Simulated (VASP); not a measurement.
Set up this calculation in VASP 6.6.1, as the native input.

```
Task                   : single point
Functional             : PBEsol
Potentials or basis    : VASP PAW PBE potentials, release 64 (Sn_d, Ir)
Cutoff                 : 520 eV
k mesh                 : 8 × 8 × 8
Occupations            : methfessel-paxton, width 0.15 eV
Spin                   : no spin polarisation
Dipole correction      : no
Further INCAR settings : ALGO = Normal; EDIFF = 1e-06; NBANDS = 26
```

The structure of Sn2Ir lies in POSCAR:

```
Sn2Ir
1.0
    0.0000000000      3.1029491365      3.1029491365
    3.1029491365      0.0000000000      3.1029491365
    3.1029491365      3.1029491365      0.0000000000
Sn Ir
2 1
Direct
    0.2500000000      0.2500000000      0.2500000000
    0.7500000000      0.7500000000      0.7500000000
    0.0000000000      0.0000000000      0.0000000000
```

The input as run:

INCAR

```
PREC = Accurate ; ENCUT = 520
EDIFF = 1E-6 ; ISMEAR = 1
SIGMA = 0.15 ; LREAL = False
LASPH = True ; NELM = 80
ALGO = Normal ; ISIF = 2
LWAVE = False ; LCHARG = False
GGA = PS ; NBANDS = 26
```

KPOINTS

```
regular mesh
0
Gamma
  8 8 8
```

Potentials or basis: VASP PAW PBE potentials, release 64 (Sn_d, Ir).

Launch:

```sh
$ cat potpaw_PBE.64/Sn_d/POTCAR potpaw_PBE.64/Ir/POTCAR > POTCAR
$ mpirun -np 1 vasp_std > vasp.out
```

Results of the run:

```yaml
Pressure: 10.0 GPa
```

Caveat: the PAW data sets were made with another functional, which shifts forces and pressure a little.

It took 19 s on 1 thread of Intel(R) Xeon(R) 6975P-C (Granite Rapids), on a shared host, peak memory 0.22 GiB.
